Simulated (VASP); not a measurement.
# GePt2 (P-62m) in VASP: notebook

GePt2 is run at these levels: PBEsol; tasks: single point.

All numbers are computed with VASP 6.6.1; they aren't measurements. Logs are shortened: lines on timing, memory, paths and dates and some standing lists are left out, and cuts for length are marked.

### Step 1. The cell of the first run

Symmetry: P-62m, No. 189, hexagonal system. The conventional cell has a = 6.507 Å, b = 6.507 Å, c = 3.459 Å, α = 90.00°, β = 90.00°, γ = 120.00°. Ge (site symmetry -6) has 9 Pt at 2.34 to 2.68 Å within 3.1 Å. Within 3.2 Å of Ge (site symmetry -62m) lie 9 Pt at 2.45 to 2.54 Å. Pt (site symmetry m2m) has 5 Ge at 2.45 to 2.68 Å and 6 Pt at 2.80 to 2.81 Å within 3.2 Å. Within 3.3 Å of Pt (site symmetry m2m) lie 4 Ge at 2.34 to 2.54 Å and 8 Pt at 2.80 to 3.21 Å.

### Step 2. Single point, PBEsol (strain -0.0375 x Voigt [1, 1, 0, 0, 0, 0])

Input file INCAR:

```
PREC     = Accurate       # precision mode
ENCUT    = 520            # plane-wave cutoff, eV
EDIFF    = 1E-6           # SCF threshold, eV
ISMEAR   = 0              # smearing method
SIGMA    = 0.15           # smearing width, eV
LREAL    = False          # projectors in reciprocal space
LASPH    = True           # aspherical terms in the spheres
NELM     = 100            # most SCF steps
ALGO     = Fast           # electronic algorithm
ISIF     = 2              # what is computed and relaxed
LWAVE    = False          # write WAVECAR
LCHARG   = True           # write CHGCAR
GGA      = PS             # functional
LELF     = True           # ELF
LVHAR    = True         
NBANDS   = 61             # bands
```

Input file KPOINTS:

```
regular mesh
0
Gamma
  6 6 12
```

Input file POSCAR:

```
GePt2
1.0
    6.5071980499      0.0000000000      0.0000000000
   -3.2535990249      5.6353988187      0.0000000000
    0.0000000000      0.0000000000      3.4586784287
Ge Pt
3 6
Direct
    0.6666666667      0.3333333333      0.0000000000
    0.3333333333      0.6666666667      0.0000000000
    0.0000000000      0.0000000000      0.5000000000
    0.6229372121      0.0000000000      0.5000000000
    0.3770627879      0.3770627879      0.5000000000
    1.0000000000      0.6229372121      0.5000000000
    0.0000000000      0.2849128372      0.0000000000
    0.7150871628      0.7150871628      0.0000000000
    0.2849128372      0.0000000000      0.0000000000
```

Potentials or basis: VASP PAW PBE potentials, release 64 (Ge_d, Pt).

Command:

```bash
cat potpaw_PBE.64/Ge_d/POTCAR potpaw_PBE.64/Pt/POTCAR > POTCAR
mpirun -np 1 vasp_std > vasp.out
```

OUTCAR:

```text
PREC = Accurate
   ENCUT = 520
   EDIFF = 1E-6
   ISMEAR = 0
   LREAL = False
   LASPH = True
   NELM = 100
   ISIF = 2
   GGA = PS

 ion  position               nearest neighbor table
   1  0.667  0.333  0.000-   7 2.34   9 2.34   8 2.34   4 2.68   4 2.68   6 2.68   6 2.68   5 2.68
                             5 2.68
   2  0.333  0.667  0.000-   9 2.34   7 2.34   8 2.34   6 2.68   6 2.68   4 2.68   4 2.68   5 2.68
                             5 2.68
   3  0.000  0.000  0.500-   4 2.45   6 2.45   5 2.45   9 2.54   9 2.54   7 2.54   7 2.54   8 2.54
                             8 2.54
   4  0.623  0.000  0.500-   3 2.45   1 2.68   1 2.68   2 2.68   2 2.68   9 2.80   9 2.80   8 2.81
                             8 2.81   7 2.81   7 2.81
   5  0.377  0.377  0.500-   3 2.45   1 2.68   1 2.68   2 2.68   2 2.68   8 2.80   8 2.80   7 2.81
                             7 2.81   9 2.81   9 2.81
   6  0.000  0.623  0.500-   3 2.45   2 2.68   2 2.68   1 2.68   1 2.68   7 2.80   7 2.80   8 2.81
                             8 2.81   9 2.81   9 2.81
   7  0.000  0.285  0.000-   1 2.34   2 2.34   3 2.54   3 2.54   6 2.80   6 2.80   5 2.81   5 2.81
                             4 2.81   4 2.81   9 3.21   8 3.21
   8  0.715  0.715  0.000-   2 2.34   1 2.34   3 2.54   3 2.54   5 2.80   5 2.80   6 2.81   6 2.81
                             4 2.81   4 2.81   9 3.21   7 3.21
   9  0.285  0.000  0.000-   2 2.34   1 2.34   3 2.54   3 2.54   4 2.80   4 2.80   5 2.81   5 2.81
                             6 2.81   6 2.81   7 3.21   8 3.21

  LATTYP: Found a hexagonal cell.
 ALAT       =     6.5071980499
 C/A-ratio  =     0.5315157772

  Lattice vectors:

 A1 = (   6.5071980499,   0.0000000000,   0.0000000000)
 A2 = (  -3.2535990249,   5.6353988187,   0.0000000000)
 A3 = (   0.0000000000,   0.0000000000,   3.4586784287)

Analysis of symmetry for initial positions (statically):
=====================================================================
 Subroutine PRICEL returns:
 Original cell was already a primitive cell.

 Routine SETGRP: Setting up the symmetry group for a
 hexagonal supercell.

 Subroutine GETGRP returns: Found 12 space group operations
 (whereof 12 operations were pure point group operations)
 out of a pool of 24 trial point group operations.

The static configuration has the point symmetry D_3h.

Analysis of symmetry for dynamics (positions and initial velocities):
=====================================================================
 Subroutine PRICEL returns:
 Original cell was already a primitive cell.

 Routine SETGRP: Setting up the symmetry group for a
 hexagonal supercell.

 Subroutine GETGRP returns: Found 12 space group operations
 (whereof 12 operations were pure point group operations)
 out of a pool of 24 trial point group operations.

The dynamic configuration has the point symmetry D_3h.

 Subroutine INISYM returns: Found 12 space group operations
 (whereof 12 operations are pure point group operations),
 and found     1 'primitive' translations

----------------------------------------------------------------------------------------

                                     Primitive cell

  volume of cell :     126.8320

  direct lattice vectors                    reciprocal lattice vectors
     6.507198050  0.000000000  0.000000000     0.153675974  0.088724865  0.000000000
    -3.253599025  5.635398819  0.000000000     0.000000000  0.177449730  0.000000000
     0.000000000  0.000000000  3.458678429     0.000000000  0.000000000  0.289127775

  length of vectors
     6.507198050  6.507198050  3.458678429     0.177449730  0.177449730  0.289127775

  position of ions in fractional coordinates (direct lattice)
     0.666666667  0.333333333  0.000000000
     0.333333333  0.666666667  0.000000000
     0.000000000  0.000000000  0.500000000
     0.622937212  0.000000000  0.500000000
     0.377062788  0.377062788  0.500000000
     0.000000000  0.622937212  0.500000000
     0.000000000  0.284912837  0.000000000
     0.715087163  0.715087163  0.000000000
     0.284912837  0.000000000  0.000000000

  ion indices of the primitive-cell ions
   primitive index   ion index
                 1           1
                 2           2
                 3           3
                 4           4
                 5           5
                 6           6
                 7           7
                 8           8
                 9           9

----------------------------------------------------------------------------------------

 KPOINTS: regular mesh

Automatic generation of k-mesh.
 Grid dimensions read from file:
 generate k-points for:    6    6   12

 Generating k-lattice:

  Cartesian coordinates                     Fractional coordinates (reciprocal lattice)
     0.025612662  0.014787478  0.000000000     0.166666667  0.000000000  0.000000000
     0.000000000  0.029574955  0.000000000     0.000000000  0.166666667  0.000000000
     0.000000000  0.000000000  0.024093981     0.000000000  0.000000000  0.083333333

  Length of vectors
     0.029574955  0.029574955  0.024093981

  Shift w.r.t. Gamma in fractional coordinates (k-lattice)
     0.000000000  0.000000000  0.000000000

 Subroutine IBZKPT returns following result:
 ===========================================

 Found     49 irreducible k-points:

 Following reciprocal coordinates:
            Coordinates               Weight
  0.000000  0.000000  0.000000      1.000000
  0.166667 -0.000000  0.000000      6.000000
  0.333333 -0.000000  0.000000      6.000000
  0.500000 -0.000000  0.000000      3.000000
  0.166667  0.166667  0.000000      6.000000
  0.333333  0.166667  0.000000     12.000000
[... 16 lines left out ...]
  0.166667 -0.000000  0.250000     12.000000
  0.333333 -0.000000  0.250000     12.000000
 [... further k-points ...]
   k-points           NKPTS =     49   k-points in BZ     NKDIM =     49   number of bands    NBANDS=     61
   number of dos      NEDOS =    301   number of ions     NIONS =      9
   total plane-waves  NPLWV =  64512
   dimension x,y,z NGX =    48 NGY =   48 NGZ =   28
   dimension x,y,z NGXF=    96 NGYF=   96 NGZF=   56
   ions per type =               3   6
   NGX,Y,Z   is equivalent  to a cutoff of  12.26, 12.26, 13.46 a.u.
   NGXF,Y,Z  is equivalent  to a cutoff of  24.53, 24.53, 26.92 a.u.
 SYSTEM =  unknown system
   PREC   = accura    normal or accurate (medium, high low for compatibility)
   ISTART =      0    job   : 0-new  1-cont  2-samecut
   ICHARG =      2    charge: 1-file 2-atom 10-const
   ISPIN  =      1    spin polarized calculation?
   LNONCOLLINEAR =      F non collinear calculations
   LSORBIT =      F    spin-orbit coupling
   LASPH  =      T    aspherical Exc in radial PAW
   ENCUT  =  520.0 eV  38.22 Ry    6.18 a.u.  12.10 12.10  6.43*2*pi/ulx,y,z
   NELM   =    100;   NELMIN=  2; NELMDL= -5     # of ELM steps
   EDIFF  = 0.1E-05   stopping-criterion for ELM
   LREAL  =      F    real-space projection
   EDIFFG = 0.1E-04   stopping-criterion for IOM
   NSW    =      0    number of steps for IOM
   IBRION =     -1    ionic relax: 0-MD 1-quasi-New 2-CG
   NFREE  =      0    steps in history (QN), initial steepest desc. (CG)
   ISIF   =      2    stress and relaxation
   ISYM   =      2    0-nonsym 1-usesym 2-fastsym
   POTIM  = 0.5000    time-step for ionic-motion
   TEBEG  =    0.0;   TEEND  =   0.0 temperature during run
   PSTRESS=    0.0 pullay stress
   NELECT =     102.0000    total number of electrons
   NUPDOWN=      -1.0000    fix difference up-down
   EMIN   =  10.00;   EMAX   =-10.00  energy-range for DOS
   EFERMI =   0.00;   METHOD = LEGACY
   ISMEAR =     0;   SIGMA  =   0.15  broadening in eV -4-tet -1-fermi 0-gaus
   EFERMI_NEDOS =   21; number of points for ismear=-14 and -15
   IALGO  =     68    algorithm
   IMIX   =      4    mixing-type and parameters
     AMIX     =   0.40;   BMIX     =  1.00
     AMIX_MAG =   1.60;   BMIX_MAG =  1.00
  volume/ion in A,a.u.               =      14.09        95.10
  Fermi-wavevector in a.u.,A,eV,Ry     =   1.522411  2.876940 31.534705  2.317735
  Thomas-Fermi vector in A             =   2.630994
   LORBIT       =      0    0 simple, 1 ext, 2 COOP (PROOUT), +10 PAW based schemes
   GGA     = PS    functional components
   LHFCALC =     F    Hartree Fock is set to
   AEXX    =    0.0000 exact exchange contribution
   IVDW    =     0    specifies the selected vdW correction
   LEPSILON=     F    determine dielectric tensor
   LRPA    =     F    only Hartree local field effects (RPA)
 non-spin polarized calculation
 RMM-DIIS sequential band-by-band and
 Gauss-broadening in eV      SIGMA  =   0.15
  energy-cutoff  :      520.00
  volume of cell :      126.83
 maximum number of plane-waves:      3445
   NGX = 25   NGY = 25   NGZ = 13

 number of electron     102.0000002 magnetization

 Free energy of the ion-electron system (eV)
  ---------------------------------------------------
  ext. energy  EPLUGINS =         0.00000000
  ---------------------------------------------------
  free energy    TOTEN  =       -59.20869889 eV

  energy without entropy =      -59.19158455  energy(sigma->0) =      -59.20014172

 E-fermi :  11.6848     XC(G=0): -13.6328

 val. band max:       11.6770353699   @ k =   0.0000   0.0000   0.5000
 cond. band min:      11.7001493175   @ k =   0.5000  -0.0000   0.2500
 fundamental gap:      0.0231139476
 Fermi energy:        11.6847587928

 k-point     1 :       0.0000    0.0000    0.0000
  band No.  band energies     occupation
      1     -13.3611      2.00000
      2     -13.3487      2.00000
      3     -13.3487      2.00000
      4     -13.3323      2.00000
      5     -13.3323      2.00000
      6     -13.3157      2.00000
[... 53 lines left out ...]
     60      18.2431      0.00000
     61      18.2608      0.00000

 k-point     2 :       0.1667   -0.0000    0.0000
  band No.  band energies     occupation
      1     -13.3610      2.00000
      2     -13.3487      2.00000
      3     -13.3487      2.00000
      4     -13.3323      2.00000
      5     -13.3322      2.00000
      6     -13.3152      2.00000
[... 1406 lines left out ...]
      5     -13.3311      2.00000
      6     -13.3008      2.00000
[... 53 lines left out ...]
     60      18.2186      0.00000
     61      18.4928      0.00000

 [... further k-points ...]

------------------------ aborting loop because EDIFF is reached ----------------------------------------

  FORCE on cell =-STRESS in cart. coord.  units (eV):
  Direction    XX          YY          ZZ          XY          YZ          ZX
  --------------------------------------------------------------------------------------
  -------------------------------------------------------------------------------------
  Total       20.1184586     20.1184586     13.6652089      0.0000000      0.0000000      0.0000000
  in kB      254.1419854    254.1419854    172.6227345      0.0000000      0.0000000      0.0000000
  external PRESSURE =     226.9689017 kB  Pullay stress =       0.0000000 kB

 VOLUME and BASIS-vectors are now :
 -----------------------------------------------------------------------------
  energy-cutoff  :      520.00
  volume of cell :      126.83
      direct lattice vectors                 reciprocal lattice vectors
     6.507198050  0.000000000  0.000000000     0.153675974  0.088724865  0.000000000
    -3.253599025  5.635398819  0.000000000     0.000000000  0.177449730  0.000000000
     0.000000000  0.000000000  3.458678429     0.000000000  0.000000000  0.289127775

 POSITION                                       TOTAL-FORCE (eV/Angst)
 -----------------------------------------------------------------------------------
      3.25360      1.87847      0.00000        -0.000000      0.000000     -0.000000
     -0.00000      3.75693      0.00000         0.000000      0.000000     -0.000000
      0.00000      0.00000      1.72934        -0.000000      0.000000     -0.000000
      4.05358      0.00000      1.72934        -0.342609      0.000000     -0.000000
      1.22681      2.12490      1.72934         0.171305      0.296708     -0.000000
     -2.02679      3.51050      1.72934         0.171305     -0.296708      0.000000
     -0.92699      1.60560      0.00000         0.326973     -0.566334      0.000000
      2.32661      4.02980      0.00000         0.326973      0.566334      0.000000
      1.85398      0.00000      0.00000        -0.653947     -0.000000     -0.000000
 -----------------------------------------------------------------------------------
    total drift:                                0.000005      0.000009     -0.000001

  FREE ENERGIE OF THE ION-ELECTRON SYSTEM (eV)
  ---------------------------------------------------
  free  energy   TOTEN  =       -59.2086988916 eV

  energy  without entropy=      -59.1915845479  energy(sigma->0) =      -59.20014172
```

Wall time 4.8 min (1 thread of Intel Xeon Platinum 8488C (Sapphire Rapids), shared host); peak memory 0.43 GiB.

Results:

| Quantity | Value |
| --- | --- |
| Free energy | -59.2087 eV |
| Pressure | 22.7 GPa |
| Largest force | 0.654 eV/Å |
| Band gap on the k mesh | zero (bands 51 and 52 overlap by 1.26 eV) |

Forces on the atoms (eV/Å):
```
Ge   0.000  0.000  0.000
Ge   0.000  0.000  0.000
Ge   0.000  0.000  0.000
Pt  -0.343  0.000  0.000
Pt   0.171  0.297  0.000
Pt   0.171 -0.297  0.000
Pt   0.327 -0.566  0.000
Pt   0.327  0.566  0.000
Pt  -0.654  0.000  0.000
```

Levels at points of the mesh, in eV from the Fermi level:
```csv
k point,band 49,band 50,band 51,band 52,band 53,band 54
"(0.00, 0.00, 0.00)",-1.50,-1.50,-1.39,-0.99,0.05,2.51
"(0.50, 0.00, 0.00)",-1.13,-0.89,-0.32,0.41,1.37,1.42
"(0.00, 0.00, 0.50)",-0.77,-0.01,-0.01,1.24,1.26,1.72
"(0.50, 0.00, 0.50)",-1.43,-1.13,-1.06,1.33,1.69,2.64
```

Caveat: the cell differs from its parent crystal (strain -0.0375 x Voigt [1, 1, 0, 0, 0, 0]); the stress differs along the axes, from 17 to 25 GPa; the PAW data sets were made with another functional, which shifts forces and pressure a little; spin-orbit coupling is left out, which moves the levels of the heavy elements.

(Continued in part 2 of 2.)

The gap in the log of VASP goes by the Fermi energy; the results here count the filled bands.